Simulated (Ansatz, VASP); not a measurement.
**Au: VASP beside Ansatz**

```xyz
1
Lattice="-1.7236 1.7236 1.7899 1.7236 -1.7236 1.7899 1.7236 1.7236 -1.7899" Properties=species:S:1:pos:R:3 pbc="T T T"
Au    0.0000    0.0000    0.0000
```

Change from the starting cell: strain +0.040 along x and y, +0.080 along z, atoms carried along.

Alike in both runs: task single point; functional r2SCAN; k mesh 24 × 24 × 24; occupations gaussian, width 0.15 eV; no spin polarisation.

|  | VASP | Ansatz |
| --- | --- | --- |
| version | VASP 6.6.1 | Ansatz 0.2.0 |
| potentials or method | VASP PAW PBE potentials, release 64 (Au), cutoff 520 eV | scalar-relativistic, plane waves, PAW |
| valence electrons in the cell | 11 | 19 |

|  | VASP | Ansatz | Ansatz less VASP |
| --- | --- | --- | --- |
| gap on the k mesh at the Fermi level (eV) | none | none | - |
| pressure (GPa) | -16.2 | -16.2 | -0.06 |
| traceless stress, the component that is largest in VASP (GPa) | 0.13 | 0.13 | -0.002 |

VASP's potentials were made for PBE, not for r2SCAN. A gap of «none» marks a metal or a gap that the smearing closes. VASP's potentials hold 11 valence electrons a cell and Ansatz's 19, so a difference there can come from the potentials and not from the codes.

Neither program's run includes spin-orbit coupling.
